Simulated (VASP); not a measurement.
# KCl (Fmmm) in VASP: further runs

The runs below take KCl through single point, with r2SCAN.

All numbers are computed with VASP 6.6.1; they aren't measurements. Logs are shortened: lines on timing, memory, paths and dates and some standing lists are left out, and cuts for length are marked.

## (1) The cell of the first run

Symmetry: Fmmm, No. 69, orthorhombic system. The conventional cell has a = 6.218 Å, b = 6.312 Å, c = 6.407 Å, α = 90.00°, β = 90.00°, γ = 90.00°. Within 4.1 Å of K (site symmetry mmm) lie 6 Cl at 3.11 to 3.20 Å. Cl (site symmetry mmm) has 6 K at 3.11 to 3.20 Å within 4.1 Å.

## (2) Single point, r2SCAN (strain +0.0150 x Voigt [1, -1, 0, 0, 0, 0])

Contents of POSCAR:

```
KCl
1.0
    0.0000000000      3.1087585000      3.1561000000
    3.2034415000      0.0000000000      3.1561000000
    3.2034415000      3.1087585000      0.0000000000
K Cl
1 1
Direct
    0.0000000000      0.0000000000      0.0000000000
    0.5000000000      0.5000000000      0.5000000000
```

Contents of INCAR.step1:

```
PREC = Accurate
ENCUT = 550
ISMEAR = 0
SIGMA = 0.05
LREAL = F
LASPH = T
NELM = 120
NBANDS = 15
GGA = PE
ALGO = Normal
EDIFF = 1E-5
LWAVE = T
LCHARG = F
GGA_COMPAT = F
```

Contents of INCAR.step2:

```
PREC = Accurate
ENCUT = 550
EDIFF = 1E-6
ISMEAR = 0
SIGMA = 0.05
LREAL = F
LASPH = T
NELM = 120
ALGO = Normal
ISIF = 2
LWAVE = F
LCHARG = F
METAGGA = R2SCAN
LMIXTAU = T
NBANDS = 15
ISTART = 1
GGA_COMPAT = F
```

Contents of KPOINTS:

```
regular mesh
0
Gamma
  6 6 6
```

Potentials or basis: VASP PAW PBE potentials, release 64 (K_sv, Cl).

Started as:

```console
cat potpaw_PBE.64/K_sv/POTCAR potpaw_PBE.64/Cl/POTCAR > POTCAR
cp INCAR.step1 INCAR
mpirun -np 1 vasp_std > vasp.out
cp INCAR.step2 INCAR
mpirun -np 1 vasp_std > vasp.out
```

OUTCAR:

```text
PREC = Accurate
   ENCUT = 550
   EDIFF = 1E-6
   ISMEAR = 0
   LREAL = F
   LASPH = T
   NELM = 120
   ISIF = 2
   METAGGA = R2SCAN
   ISTART = 1

 ion  position               nearest neighbor table
   1  0.000  0.000  0.000-   2 3.11   2 3.11   2 3.16   2 3.16   2 3.20   2 3.20
   2  0.500  0.500  0.500-   1 3.11   1 3.11   1 3.16   1 3.16   1 3.20   1 3.20

  LATTYP: Found a face centered orthorhombic cell.
 ALAT       =     6.2175170000
 B/A-ratio  =     1.0152284264
 C/A-ratio  =     1.0304568528

  Lattice vectors:

 A1 = (  -3.2034415000,   0.0000000000,  -3.1561000000)
 A2 = (  -3.2034415000,   3.1087585000,   0.0000000000)
 A3 = (   0.0000000000,   3.1087585000,  -3.1561000000)

Analysis of symmetry for initial positions (statically):
=====================================================================
 Subroutine PRICEL returns:
 Original cell was already a primitive cell.

 Routine SETGRP: Setting up the symmetry group for a
 face centered orthorhombic supercell.

 Subroutine GETGRP returns: Found  8 space group operations
 (whereof  8 operations were pure point group operations)
 out of a pool of  8 trial point group operations.

The static configuration has the point symmetry D_2h.

Analysis of symmetry for dynamics (positions and initial velocities):
=====================================================================
 Subroutine PRICEL returns:
 Original cell was already a primitive cell.

 Routine SETGRP: Setting up the symmetry group for a
 face centered orthorhombic supercell.

 Subroutine GETGRP returns: Found  8 space group operations
 (whereof  8 operations were pure point group operations)
 out of a pool of  8 trial point group operations.

The dynamic configuration has the point symmetry D_2h.

 Subroutine INISYM returns: Found  8 space group operations
 (whereof  8 operations are pure point group operations),
 and found     1 'primitive' translations

----------------------------------------------------------------------------------------

                                     Primitive cell

  volume of cell :      62.8615

  direct lattice vectors                    reciprocal lattice vectors
     0.000000000  3.108758500  3.156100000    -0.156082139  0.160835909  0.158423371
     3.203441500  0.000000000  3.156100000     0.156082139 -0.160835909  0.158423371
     3.203441500  3.108758500  0.000000000     0.156082139  0.160835909 -0.158423371

  length of vectors
     4.430050408  4.496999517  4.463901528     0.274459083  0.274459083  0.274459083

  position of ions in fractional coordinates (direct lattice)
     0.000000000  0.000000000  0.000000000
     0.500000000  0.500000000  0.500000000

  ion indices of the primitive-cell ions
   primitive index   ion index
                 1           1
                 2           2

----------------------------------------------------------------------------------------

 KPOINTS: regular mesh

Automatic generation of k-mesh.
 Grid dimensions read from file:
 generate k-points for:    6    6    6

 Generating k-lattice:

  Cartesian coordinates                     Fractional coordinates (reciprocal lattice)
    -0.026013690  0.026805985  0.026403895     0.166666667  0.000000000  0.000000000
     0.026013690 -0.026805985  0.026403895     0.000000000  0.166666667  0.000000000
     0.026013690  0.026805985 -0.026403895    -0.000000000 -0.000000000  0.166666667

  Length of vectors
     0.045743180  0.045743180  0.045743180

  Shift w.r.t. Gamma in fractional coordinates (k-lattice)
     0.000000000  0.000000000  0.000000000

 Subroutine IBZKPT returns following result:
 ===========================================

 Found     46 irreducible k-points:

 Following reciprocal coordinates:
            Coordinates               Weight
  0.000000  0.000000  0.000000      1.000000
  0.166667  0.000000  0.000000      8.000000
  0.333333 -0.000000  0.000000      8.000000
  0.500000  0.000000  0.000000      4.000000
  0.166667  0.166667  0.000000      2.000000
  0.333333  0.166667  0.000000      8.000000
[... 16 lines left out ...]
 -0.166667  0.166667  0.166667      8.000000
  0.500000  0.333333  0.166667      4.000000
 [... further k-points ...]
   k-points           NKPTS =     46   k-points in BZ     NKDIM =     46   number of bands    NBANDS=     15
   number of dos      NEDOS =    301   number of ions     NIONS =      2
   total plane-waves  NPLWV =  46656
   dimension x,y,z NGX =    36 NGY =   36 NGZ =   36
   dimension x,y,z NGXF=    72 NGYF=   72 NGZF=   72
   ions per type =               1   1
   NGX,Y,Z   is equivalent  to a cutoff of  13.51, 13.31, 13.41 a.u.
   NGXF,Y,Z  is equivalent  to a cutoff of  27.02, 26.62, 26.81 a.u.
 SYSTEM =  unknown system
   PREC   = accura    normal or accurate (medium, high low for compatibility)
   ISTART =      1    job   : 0-new  1-cont  2-samecut
   ICHARG =      0    charge: 1-file 2-atom 10-const
   ISPIN  =      1    spin polarized calculation?
   LNONCOLLINEAR =      F non collinear calculations
   LSORBIT =      F    spin-orbit coupling
   LASPH  =      T    aspherical Exc in radial PAW
   ENCUT  =  550.0 eV  40.42 Ry    6.36 a.u.   8.47  8.60  8.54*2*pi/ulx,y,z
   NELM   =    120;   NELMIN=  2; NELMDL=  0     # of ELM steps
   EDIFF  = 0.1E-05   stopping-criterion for ELM
   LREAL  =      F    real-space projection
   EDIFFG = 0.1E-04   stopping-criterion for IOM
   NSW    =      0    number of steps for IOM
   IBRION =     -1    ionic relax: 0-MD 1-quasi-New 2-CG
   NFREE  =      0    steps in history (QN), initial steepest desc. (CG)
   ISIF   =      2    stress and relaxation
   ISYM   =      2    0-nonsym 1-usesym 2-fastsym
   POTIM  = 0.5000    time-step for ionic-motion
   TEBEG  =    0.0;   TEEND  =   0.0 temperature during run
   PSTRESS=    0.0 pullay stress
   NELECT =      16.0000    total number of electrons
   NUPDOWN=      -1.0000    fix difference up-down
   EMIN   =  10.00;   EMAX   =-10.00  energy-range for DOS
   EFERMI =   0.00;   METHOD = LEGACY
   ISMEAR =     0;   SIGMA  =   0.05  broadening in eV -4-tet -1-fermi 0-gaus
   EFERMI_NEDOS =   21; number of points for ismear=-14 and -15
   IALGO  =     38    algorithm
   IMIX   =      4    mixing-type and parameters
     AMIX     =   0.40;   BMIX     =  1.00
     AMIX_MAG =   1.60;   BMIX_MAG =  1.00
  volume/ion in A,a.u.               =      31.43       212.11
  Fermi-wavevector in a.u.,A,eV,Ry     =   1.037497  1.960584 14.645298  1.076399
  Thomas-Fermi vector in A             =   2.171937
   LORBIT       =      0    0 simple, 1 ext, 2 COOP (PROOUT), +10 PAW based schemes
   METAGGA = R2SCAN    functional components
   LHFCALC =     F    Hartree Fock is set to
   AEXX    =    0.0000 exact exchange contribution
   IVDW    =     0    specifies the selected vdW correction
   LEPSILON=     F    determine dielectric tensor
   LRPA    =     F    only Hartree local field effects (RPA)
 non-spin polarized calculation
 Gauss-broadening in eV      SIGMA  =   0.05
  energy-cutoff  :      550.00
  volume of cell :       62.86
 maximum number of plane-waves:      1860
 NGX is ok and might be reduce to    36
   NGX = 17   NGY = 17   NGZ = 17

 number of electron      16.0000000 magnetization

 Free energy of the ion-electron system (eV)
  ---------------------------------------------------
  ext. energy  EPLUGINS =         0.00000000
  ---------------------------------------------------
  free energy    TOTEN  =       -16.50350613 eV

  energy without entropy =      -16.50350613  energy(sigma->0) =      -16.50350613

 E-fermi :  -1.9683     XC(G=0):  -7.9125

 val. band max:       -2.2882698642   @ k =   0.0000   0.0000   0.0000
 cond. band min:       3.4949585605   @ k =   0.0000   0.0000   0.0000
 fundamental gap:      5.7832284247
 Fermi energy:        -1.9683286546

 k-point     1 :       0.0000    0.0000    0.0000
  band No.  band energies     occupation
      1     -30.5880      2.00000
      2     -14.9600      2.00000
      3     -13.2823      2.00000
      4     -13.2792      2.00000
      5     -13.2778      2.00000
      6      -2.3098      2.00000
      7      -2.2999      2.00000
      8      -2.2883      2.00000
      9       3.4950      0.00000
     10       6.6370      0.00000
     11       6.7317      0.00000
     12       6.8279      0.00000
     13       7.7041      0.00000
     14       7.8373      0.00000
     15      11.0399      0.00000

 k-point     2 :       0.1667    0.0000    0.0000
  band No.  band energies     occupation
      1     -30.5855      2.00000
      2     -15.0036      2.00000
      3     -13.2845      2.00000
      4     -13.2797      2.00000
      5     -13.2210      2.00000
      6      -2.6010      2.00000
      7      -2.3870      2.00000
      8      -2.3773      2.00000
      9       4.1234      0.00000
     10       6.5063      0.00000
     11       7.0405      0.00000
     12       7.1389      0.00000
     13       8.0774      0.00000
     14       8.2243      0.00000
     15      12.0579      0.00000

 k-point     3 :       0.3333   -0.0000    0.0000
  band No.  band energies     occupation
      1     -30.5805      2.00000
      2     -15.0833      2.00000
      3     -13.2905      2.00000
      4     -13.2819      2.00000
      5     -13.1110      2.00000
      6      -3.1084      2.00000
      7      -2.5417      2.00000
      8      -2.5373      2.00000
      9       5.3222      0.00000
     10       6.5466      0.00000
     11       8.0220      0.00000
     12       8.0939      0.00000
     13       9.0185      0.00000
     14       9.2039      0.00000
     15      11.3702      0.00000
[... 343 lines left out ...]
 k-point    23 :      -0.1667    0.1667    0.1667
  band No.  band energies     occupation
      1     -30.5809      2.00000
      2     -15.0182      2.00000
      3     -13.3002      2.00000
      4     -13.2978      2.00000
      5     -13.1920      2.00000
      6      -2.9703      2.00000
      7      -2.5167      2.00000
      8      -2.4649      2.00000
      9       5.2708      0.00000
     10       5.8294      0.00000
     11       8.1753      0.00000
     12       8.3865      0.00000
     13       8.5707      0.00000
     14       8.9605      0.00000
     15      11.1738      0.00000

 k-point    24 :       0.5000    0.3333    0.1667
  band No.  band energies     occupation
      1     -30.5775      2.00000
      2     -15.0180      2.00000
      3     -13.3364      2.00000
      4     -13.3117      2.00000
      5     -13.1655      2.00000
      6      -3.0496      2.00000
      7      -2.6147      2.00000
      8      -2.6099      2.00000
      9       5.7711      0.00000
     10       6.1553      0.00000
     11       8.3849      0.00000
     12       9.0258      0.00000
     13       9.1570      0.00000
     14       9.6192      0.00000
     15      10.3866      0.00000

 [... further k-points ...]
[... 5 lines left out ...]
  --------------------------------------------------------------------------------------
  -------------------------------------------------------------------------------------
  Total       -0.2694921      0.1885644     -0.0630870      0.0000000      0.0000000      0.0000000
  in kB       -6.8686606      4.8060230     -1.6079261      0.0000000      0.0000000      0.0000000
  external PRESSURE =      -1.2235212 kB  Pullay stress =       0.0000000 kB

 VOLUME and BASIS-vectors are now :
 -----------------------------------------------------------------------------
  energy-cutoff  :      550.00
  volume of cell :       62.86
      direct lattice vectors                 reciprocal lattice vectors
     0.000000000  3.108758500  3.156100000    -0.156082139  0.160835909  0.158423371
     3.203441500  0.000000000  3.156100000     0.156082139 -0.160835909  0.158423371
     3.203441500  3.108758500  0.000000000     0.156082139  0.160835909 -0.158423371

 POSITION                                       TOTAL-FORCE (eV/Angst)
 -----------------------------------------------------------------------------------
      0.00000      0.00000      0.00000         0.000000      0.000000      0.000000
      3.20344      3.10876      3.15610        -0.000000      0.000000      0.000000
 -----------------------------------------------------------------------------------
    total drift:                                0.000000      0.000000      0.000000

  FREE ENERGIE OF THE ION-ELECTRON SYSTEM (eV)
  ---------------------------------------------------
  free  energy   TOTEN  =       -16.5035061281 eV

  energy  without entropy=      -16.5035061281  energy(sigma->0) =      -16.50350613
```

It took 86 s on 1 thread of Intel Xeon 6975P-C (Granite Rapids), shared host; peak memory 0.23 GiB.

Results:

```yaml
Free_energy: -16.5035 eV
Pressure: -0.1 GPa
Band_gap_on_the_k_mesh: 5.78 eV, direct
```

Levels at points of the mesh, in eV from the valence-band top:
```tsv
k point	band 5	band 6	band 7	band 8	band 9	band 10	band 11	band 12
(0.00, 0.00, 0.00)	-10.99	-0.02	-0.01	0.00	5.78	8.93	9.02	9.12
(0.50, 0.00, 0.00)	-10.77	-1.04	-0.33	-0.33	8.09	9.19	11.27	11.30
(0.50, 0.50, 0.00)	-11.04	-0.67	-0.23	-0.23	7.03	9.16	10.62	11.09
(0.50, 0.00, 0.50)	-11.05	-0.65	-0.26	-0.25	7.00	9.18	10.71	11.12
(0.00, 0.50, 0.50)	-11.04	-0.70	-0.22	-0.22	7.06	9.15	10.53	11.05
```

Caveat: the cell differs from its parent crystal (strain +0.0150 x Voigt [1, -1, 0, 0, 0, 0]); the PAW data sets were made with another functional, which shifts forces and pressure a little.

[end of part 1 of 2]
